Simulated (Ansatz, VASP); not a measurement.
Two plane-wave programs on InP

```
CELL_PARAMETERS angstrom
0.00000 2.70746 3.05456
2.70746 0.00000 3.05456
2.70746 2.70746 0.00000
ATOMIC_POSITIONS crystal
In 0.00000 0.00000 0.00000
P 0.50000 0.50000 0.50000
```

Alike in both runs: task single point; functional PBE; k mesh 20 × 20 × 20; occupations gaussian, width 0.15 eV; no spin polarisation.

```csv
,VASP,Ansatz
version,VASP 6.6.1,Ansatz 0.2.0
potentials or method,"VASP PAW PBE potentials, release 64 (In_d, P), cutoff 520 eV","scalar-relativistic, plane waves, PAW"
valence electrons in the cell,18,18
```

VASP gave:

| Property | Result |
| --- | --- |
| gap on the k mesh at the Fermi level (eV) | none |
| pressure (GPa) | -1.7 |
| traceless stress, the component that is largest in VASP (GPa) | -4.97 |

Task: What did Ansatz give for the same quantities?

Result: gap on the k mesh at the Fermi level (eV): none; pressure (GPa): -1.7; traceless stress, the component that is largest in VASP (GPa): -4.98.

A gap of «none» marks a metal or a gap that the smearing closes. The functional is the same, so the differences come from potentials, cutoffs and numerics.
